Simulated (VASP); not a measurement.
# Bi (P2_1/m) in VASP: single point with PBEsol

Aim: the single point of Bi with PBEsol.

All numbers are computed with VASP 6.6.1; they aren't measurements. Logs are shortened: lines on timing, memory, paths and dates and some standing lists are left out, and cuts for length are marked.

## 1. The cell of the first run

It takes space group P2_1/m (No. 11, monoclinic). The conventional cell has a = 3.261 Å, b = 4.699 Å, c = 4.648 Å, α = 90.00°, β = 90.10°, γ = 90.00°. Bi (site symmetry m) has 6 Bi at 3.22 to 3.40 Å within 4.2 Å.

## 2. Single point, PBEsol (Sb replaced by Bi, lengths x 1.039, strained)

The input, INCAR:

```
SYSTEM = Bi
  PREC = Accurate
  ENCUT = 520
  EDIFF = 1E-7
  ISMEAR = 0
  SIGMA = 0.1
  LREAL = .FALSE.
  LASPH = .TRUE.
  NELM = 100
  ALGO = Normal
  ISIF = 2
  LWAVE = .FALSE.
  LCHARG = .FALSE.
  GGA = PS
  NBANDS = 22
```

The input, KPOINTS:

```
regular mesh
0
G
  14 10 10
  0 0 0
```

The input, POSCAR:

```
Bi
1.0
    3.2613821347      0.0000000000      0.0170618828
    0.0000000000      4.6993291652      0.0000000000
   -0.0165720351      0.0000000000      4.6479745276
Bi
2
Direct
    0.9820026315      0.7500000000      0.7365848121
    0.0179973685      0.2500000000      0.2634151879
```

Potentials or basis: VASP PAW PBE potentials, release 64 (Bi_d).

Started as:

```console
$ cat potpaw_PBE.64/Bi_d/POTCAR > POTCAR
$ mpirun -np 1 vasp_std > vasp.out
```

OUTCAR:

```text
SYSTEM = Bi
   PREC = Accurate
   ENCUT = 520
   EDIFF = 1E-7
   ISMEAR = 0
   LREAL = .FALSE.
   LASPH = .TRUE.
   NELM = 100
   ISIF = 2
   GGA = PS

 ion  position               nearest neighbor table
   1  0.982  0.750  0.737-   2 3.22   2 3.22   2 3.40   2 3.40
   2  0.018  0.250  0.263-   1 3.22   1 3.22   1 3.40   1 3.40

  LATTYP: Found a simple monoclinic cell.
 ALAT       =     3.2614267639
 B/A-ratio  =     1.4408814011
 C/A-ratio  =     1.4251443945
 COS(beta)  =    -0.0016660234

  Lattice vectors:

 A1 = (   3.2613821347,   0.0000000000,   0.0170618828)
 A2 = (   0.0000000000,  -4.6993291652,   0.0000000000)
 A3 = (   0.0165720351,   0.0000000000,  -4.6479745276)

Analysis of symmetry for initial positions (statically):
=====================================================================
 Subroutine PRICEL returns:
 Original cell was already a primitive cell.

 Routine SETGRP: Setting up the symmetry group for a
 simple monoclinic supercell.

 Subroutine GETGRP returns: Found  4 space group operations
 (whereof  2 operations were pure point group operations)
 out of a pool of  4 trial point group operations.

The static configuration has the point symmetry S_2 .
 The point group associated with its full space group is C_2h.

Analysis of symmetry for dynamics (positions and initial velocities):
=====================================================================
 Subroutine PRICEL returns:
 Original cell was already a primitive cell.

 Routine SETGRP: Setting up the symmetry group for a
 simple monoclinic supercell.

 Subroutine GETGRP returns: Found  4 space group operations
 (whereof  2 operations were pure point group operations)
 out of a pool of  4 trial point group operations.

The dynamic configuration has the point symmetry S_2 .
 The point group associated with its full space group is C_2h.

 Subroutine INISYM returns: Found  4 space group operations
 (whereof  2 operations are pure point group operations),
 and found     1 'primitive' translations

----------------------------------------------------------------------------------------

                                     Primitive cell

  volume of cell :      71.2376

  direct lattice vectors                    reciprocal lattice vectors
     3.261382135  0.000000000  0.017061883     0.306612751  0.000000000  0.001093207
     0.000000000  4.699329165  0.000000000     0.000000000  0.212796330  0.000000000
    -0.016572035  0.000000000  4.647974528    -0.001125521  0.000000000  0.215143466

  length of vectors
     3.261426764  4.699329165  4.648004071     0.306614700  0.212796330  0.215146410

  position of ions in fractional coordinates (direct lattice)
     0.982002632  0.750000000  0.736584812
     0.017997368  0.250000000  0.263415188

  ion indices of the primitive-cell ions
   primitive index   ion index
                 1           1
                 2           2

----------------------------------------------------------------------------------------

 KPOINTS: regular mesh

Automatic generation of k-mesh.
 Grid dimensions read from file:
 generate k-points for:   14   10   10

 Generating k-lattice:

  Cartesian coordinates                     Fractional coordinates (reciprocal lattice)
     0.021900911  0.000000000  0.000078086     0.071428571  0.000000000  0.000000000
     0.000000000  0.021279633  0.000000000     0.000000000  0.100000000  0.000000000
    -0.000112552  0.000000000  0.021514347     0.000000000  0.000000000  0.100000000

  Length of vectors
     0.021901050  0.021279633  0.021514641

  Shift w.r.t. Gamma in fractional coordinates (k-lattice)
     0.000000000  0.000000000  0.000000000

 Subroutine IBZKPT returns following result:
 ===========================================

 Found    432 irreducible k-points:

 Following reciprocal coordinates:
            Coordinates               Weight
  0.000000  0.000000  0.000000      1.000000
  0.071429  0.000000 -0.000000      2.000000
  0.142857  0.000000  0.000000      2.000000
  0.214286  0.000000 -0.000000      2.000000
  0.285714  0.000000 -0.000000      2.000000
  0.357143  0.000000 -0.000000      2.000000
[... 16 lines left out ...]
  0.428571  0.200000 -0.000000      4.000000
  0.500000  0.200000 -0.000000      2.000000
 [... further k-points ...]
   k-points           NKPTS =    432   k-points in BZ     NKDIM =    432   number of bands    NBANDS=     22
   number of dos      NEDOS =    301   number of ions     NIONS =      2
   total plane-waves  NPLWV =  31104
   dimension x,y,z NGX =    24 NGY =   36 NGZ =   36
   dimension x,y,z NGXF=    48 NGYF=   72 NGZF=   72
   ions per type =               2
   NGX,Y,Z   is equivalent  to a cutoff of  12.23, 12.74, 12.88 a.u.
   NGXF,Y,Z  is equivalent  to a cutoff of  24.47, 25.47, 25.75 a.u.
 SYSTEM =  Bi
   PREC   = accura    normal or accurate (medium, high low for compatibility)
   ISTART =      0    job   : 0-new  1-cont  2-samecut
   ICHARG =      2    charge: 1-file 2-atom 10-const
   ISPIN  =      1    spin polarized calculation?
   LNONCOLLINEAR =      F non collinear calculations
   LSORBIT =      F    spin-orbit coupling
   LASPH  =      T    aspherical Exc in radial PAW
   ENCUT  =  520.0 eV  38.22 Ry    6.18 a.u.   6.06  8.74  8.64*2*pi/ulx,y,z
   NELM   =    100;   NELMIN=  2; NELMDL= -5     # of ELM steps
   EDIFF  = 0.1E-06   stopping-criterion for ELM
   LREAL  =      F    real-space projection
   EDIFFG = 0.1E-05   stopping-criterion for IOM
   NSW    =      0    number of steps for IOM
   IBRION =     -1    ionic relax: 0-MD 1-quasi-New 2-CG
   NFREE  =      0    steps in history (QN), initial steepest desc. (CG)
   ISIF   =      2    stress and relaxation
   ISYM   =      2    0-nonsym 1-usesym 2-fastsym
   POTIM  = 0.5000    time-step for ionic-motion
   TEBEG  =    0.0;   TEEND  =   0.0 temperature during run
   PSTRESS=    0.0 pullay stress
   NELECT =      30.0000    total number of electrons
   NUPDOWN=      -1.0000    fix difference up-down
   EMIN   =  10.00;   EMAX   =-10.00  energy-range for DOS
   EFERMI =   0.00;   METHOD = LEGACY
   ISMEAR =     0;   SIGMA  =   0.10  broadening in eV -4-tet -1-fermi 0-gaus
   EFERMI_NEDOS =   21; number of points for ismear=-14 and -15
   IALGO  =     38    algorithm
   IMIX   =      4    mixing-type and parameters
     AMIX     =   0.40;   BMIX     =  1.00
     AMIX_MAG =   1.60;   BMIX_MAG =  1.00
  volume/ion in A,a.u.               =      35.62       240.37
  Fermi-wavevector in a.u.,A,eV,Ry     =   1.227097  2.318877 20.487194  1.505766
  Thomas-Fermi vector in A             =   2.362073
   LORBIT       =      0    0 simple, 1 ext, 2 COOP (PROOUT), +10 PAW based schemes
   GGA     = PS    functional components
   LHFCALC =     F    Hartree Fock is set to
   AEXX    =    0.0000 exact exchange contribution
   IVDW    =     0    specifies the selected vdW correction
   LEPSILON=     F    determine dielectric tensor
   LRPA    =     F    only Hartree local field effects (RPA)
 non-spin polarized calculation
 Gauss-broadening in eV      SIGMA  =   0.10
  energy-cutoff  :      520.00
  volume of cell :       71.24
 maximum number of plane-waves:      1944
   NGX = 13   NGY = 17   NGZ = 17

 number of electron      29.9999988 magnetization

 Free energy of the ion-electron system (eV)
  ---------------------------------------------------
  ext. energy  EPLUGINS =         0.00000000
  ---------------------------------------------------
  free energy    TOTEN  =        -8.50596882 eV

  energy without entropy =       -8.50025512  energy(sigma->0) =       -8.50311197

 E-fermi :   5.9713     XC(G=0):  -9.6786

 val. band max:        5.9687804995   @ k =   0.2143   0.0000   0.5000
 cond. band min:       5.9773476302   @ k =   0.0000   0.2000   0.3000
 fundamental gap:      0.0085671307
 Fermi energy:         5.9713453650

 k-point     1 :       0.0000    0.0000    0.0000
  band No.  band energies     occupation
      1     -16.8295      2.00000
      2     -16.8154      2.00000
      3     -16.7060      2.00000
      4     -16.6974      2.00000
      5     -16.5935      2.00000
      6     -16.5900      2.00000
[... 14 lines left out ...]
     21      13.6400      0.00000
     22      14.0164      0.00000

 k-point     2 :       0.0714    0.0000   -0.0000
  band No.  band energies     occupation
      1     -16.8164      2.00000
      2     -16.8148      2.00000
      3     -16.6976      2.00000
      4     -16.6907      2.00000
      5     -16.5985      2.00000
      6     -16.5950      2.00000
[... 14 lines left out ...]
     21      13.6913      0.00000
     22      14.6816      0.00000

 k-point     3 :       0.1429    0.0000    0.0000
  band No.  band energies     occupation
      1     -16.8130      2.00000
      2     -16.7797      2.00000
      3     -16.6954      2.00000
      4     -16.6506      2.00000
      5     -16.6125      2.00000
      6     -16.6089      2.00000
[... 14 lines left out ...]
     21      13.8456      0.00000
     22      15.7728      0.00000

 k-point     4 :       0.2143    0.0000   -0.0000
  band No.  band energies     occupation
      1     -16.8103      2.00000
      2     -16.7266      2.00000
      3     -16.6929      2.00000
      4     -16.6326      2.00000
      5     -16.6290      2.00000
      6     -16.5914      2.00000
[... 14 lines left out ...]
     21      14.1024      0.00000
     22      14.4210      0.00000

 k-point     5 :       0.2857    0.0000   -0.0000
  band No.  band energies     occupation
      1     -16.8074      2.00000
      2     -16.6900      2.00000
      3     -16.6676      2.00000
      4     -16.6548      2.00000
      5     -16.6509      2.00000
      6     -16.5790      2.00000
[... 14 lines left out ...]
     21      13.2797      0.00000
     22      13.4957      0.00000

 k-point     6 :       0.3571    0.0000   -0.0000
  band No.  band energies     occupation
      1     -16.8047      2.00000
      2     -16.6875      2.00000
      3     -16.6745      2.00000
      4     -16.6706      2.00000
      5     -16.6146      2.00000
      6     -16.5951      2.00000
[... 14 lines left out ...]
     21      12.3655      0.00000
     22      13.9836      0.00000

 k-point     7 :       0.4286    0.0000   -0.0000
  band No.  band energies     occupation
      1     -16.8029      2.00000
      2     -16.6882      2.00000
      3     -16.6865      2.00000
      4     -16.6834      2.00000
      5     -16.6067      2.00000
      6     -16.6052      2.00000
[... 324 lines left out ...]
      6     -16.6023      2.00000
[... 14 lines left out ...]
     21      14.7342      0.00000
     22      14.8743      0.00000

 k-point    21 :       0.2857    0.2000   -0.0000
  band No.  band energies     occupation
      1     -16.7748      2.00000
      2     -16.6728      2.00000
      3     -16.6574      2.00000
      4     -16.6460      2.00000
      5     -16.6446      2.00000
      6     -16.5854      2.00000
[... 14 lines left out ...]
     21      13.5701      0.00000
     22      14.9631      0.00000

 k-point    22 :       0.3571    0.2000   -0.0000
  band No.  band energies     occupation
      1     -16.7723      2.00000
      2     -16.6709      2.00000
      3     -16.6686      2.00000
      4     -16.6637      2.00000
      5     -16.6048      2.00000
      6     -16.6017      2.00000
[... 14 lines left out ...]
     21      12.5715      0.00000
     22      14.7428      0.00000

 k-point    23 :       0.4286    0.2000   -0.0000
  band No.  band energies     occupation
      1     -16.7705      2.00000
      2     -16.6822      2.00000
      3     -16.6776      2.00000
      4     -16.6684      2.00000
      5     -16.6137      2.00000
      6     -16.6131      2.00000
[... 14 lines left out ...]
     21      12.1018      0.00000
     22      14.2601      0.00000

 k-point    24 :       0.5000    0.2000   -0.0000
  band No.  band energies     occupation
      1     -16.7699      2.00000
      2     -16.6870      2.00000
      3     -16.6822      2.00000
      4     -16.6679      2.00000
      5     -16.6177      2.00000
      6     -16.6172      2.00000
[... 14 lines left out ...]
     21      12.3141      0.00000
     22      14.0370      0.00000

 [... further k-points ...]
[... 5 lines left out ...]
  --------------------------------------------------------------------------------------
  -------------------------------------------------------------------------------------
  Total       -0.7936050     -1.5080160     -1.3624431      0.0000000      0.0000000      0.0006143
  in kB      -17.8486589    -33.9161952    -30.6421737      0.0000000      0.0000000      0.0138155
  external PRESSURE =     -27.4690093 kB  Pullay stress =       0.0000000 kB

 VOLUME and BASIS-vectors are now :
 -----------------------------------------------------------------------------
  energy-cutoff  :      520.00
  volume of cell :       71.24
      direct lattice vectors                 reciprocal lattice vectors
     3.261382135  0.000000000  0.017061883     0.306612751  0.000000000  0.001093207
     0.000000000  4.699329165  0.000000000     0.000000000  0.212796330  0.000000000
    -0.016572035  0.000000000  4.647974528    -0.001125521  0.000000000  0.215143466

 POSITION                                       TOTAL-FORCE (eV/Angst)
 -----------------------------------------------------------------------------------
      3.19048      3.52450      3.44038         0.026736      0.000000      0.090763
      0.05433      1.17483      1.22465        -0.026736     -0.000000     -0.090763
 -----------------------------------------------------------------------------------
    total drift:                                0.000000     -0.000000      0.000000

  FREE ENERGIE OF THE ION-ELECTRON SYSTEM (eV)
  ---------------------------------------------------
  free  energy   TOTEN  =        -8.5059688234 eV

  energy  without entropy=       -8.5002551195  energy(sigma->0) =       -8.50311197
```

It took 3.7 min on 1 thread of Intel Xeon Platinum 8488C (Sapphire Rapids), shared host; peak memory 0.58 GiB.

What came out:

```
Free energy            : -8.5060 eV
Pressure               : -2.7 GPa
Largest force          : 0.095 eV/Å
Band gap on the k mesh : zero (band 15 reaches 10.68 eV, above the bottom of band 16 at 3.15 eV)
```

Forces in eV/Å, atoms in the order of the input:
```
Bi   0.027  0.000  0.091
Bi  -0.027  0.000 -0.091
```

Stress tensor (GPa, compression positive):
```
-1.78  0.00  0.00
 0.00 -3.39  0.00
 0.00  0.00 -3.06
```

Levels at points of the mesh, in eV from the Fermi level:
```tsv
k point	band 11	band 12	band 13	band 14	band 15	band 16	band 17	band 18	band 19	band 20
(0.00, 0.00, 0.00)	-12.88	-9.44	-3.03	-2.87	2.45	3.02	3.29	3.32	6.02	6.71
(0.50, 0.00, 0.00)	-11.02	-7.61	-4.73	-1.38	-1.27	-1.11	4.50	4.71	5.45	5.46
(0.00, 0.50, 0.00)	-11.51	-11.51	-1.24	-1.24	-0.67	-0.67	4.79	4.79	7.77	7.77
(0.50, 0.50, 0.00)	-9.68	-9.68	-3.34	-3.34	0.67	0.67	1.31	1.31	5.64	5.64
(0.00, 0.00, 0.50)	-11.75	-11.23	-1.29	-1.27	-1.02	-0.58	4.58	5.05	7.83	8.31
(0.50, 0.00, 0.50)	-9.92	-9.38	-3.51	-3.11	0.52	0.80	1.00	1.30	5.34	5.78
(0.00, 0.50, 0.50)	-11.16	-11.16	-4.70	-4.70	4.71	4.71	5.04	5.04	9.45	9.45
(0.50, 0.50, 0.50)	-9.32	-9.32	-3.01	-3.01	-2.82	-2.82	2.79	2.79	6.65	6.65
```

Caveat: the cell differs from its parent crystal (Sb replaced by Bi, lengths x 1.039, strained); the PAW data sets were made with another functional, which shifts forces and pressure a little; spin-orbit coupling is left out, which moves the levels of the heavy elements.
